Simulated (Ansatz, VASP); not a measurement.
# LiH: VASP beside Ansatz

Contents of INCAR:

```
ALGO = Normal ; EDIFF = 1E-6
ENCUT = 520 ; GGA = PE
ISIF = 2 ; ISMEAR = 0
LASPH = True ; LCHARG = False
LREAL = False ; LWAVE = False
NBANDS = 9 ; NELM = 80
PREC = Accurate ; SIGMA = 0.05
```

File KPOINTS:

```
k-points
0
Gamma
  10 10 10
```

The input POSCAR:

```
LiH
1.0
    0.0000000000      1.8699000000      1.9512000000
    1.8699000000      0.0000000000      1.9512000000
    1.8699000000      1.8699000000      0.0000000000
Li H
1 1
Direct
    0.0000000000      0.0000000000      0.0000000000
    0.5000000000      0.5000000000      0.5000000000
```

Input for Ansatz:

```yaml
crystal:
  lattice:
    - [0.0, 1.8699, 1.9512]
    - [1.8699, 0.0, 1.9512]
    - [1.8699, 1.8699, 0.0]
  atoms:
    - { symbol: Li, position: [0.0, 0.0, 0.0] }
    - { symbol: H, position: [0.5, 0.5, 0.5] }
basis:
  ecutwfc: 420
kpoints:
  mp_grid: { grid: [10, 10, 10] }
hamiltonian:
  xc: pbe
scf:
  occupations: { method: gaussian, width: 0.05 }
output:
  forces: true
  stress: true
  eigenvalues: true
  write_density: true
  write_potential: true
  elf: true
  volumetric_format: npy
```

Change from the starting cell: strain -0.080 along x and y, -0.040 along z, atoms carried along.

Alike in both runs: task single point; functional PBE; k mesh 10 × 10 × 10; occupations gaussian, width 0.05 eV; no spin polarisation.

|  | VASP | Ansatz |
| --- | --- | --- |
| version | VASP 6.6.1 | Ansatz 0.2.0 |
| potentials or method | VASP PAW PBE potentials, release 64 (Li_sv, H), cutoff 520 eV | scalar-relativistic, plane waves, PAW |
| valence electrons in the cell | 4 | 4 |

Ansatz gave:

| Quantity | Value |
| --- | --- |
| gap on the k mesh at the Fermi level (eV) | 2.30 |
| least direct gap on the mesh (eV) | 2.66 |

Task: Estimate VASP's values.

Result: gap on the k mesh at the Fermi level (eV): 2.30; least direct gap on the mesh (eV): 2.65.

With one functional, cell and mesh, what is left measures potentials, basis and numerics.

Noted on VASP's run: the cutoff is short for stress, so the pressure is rough.
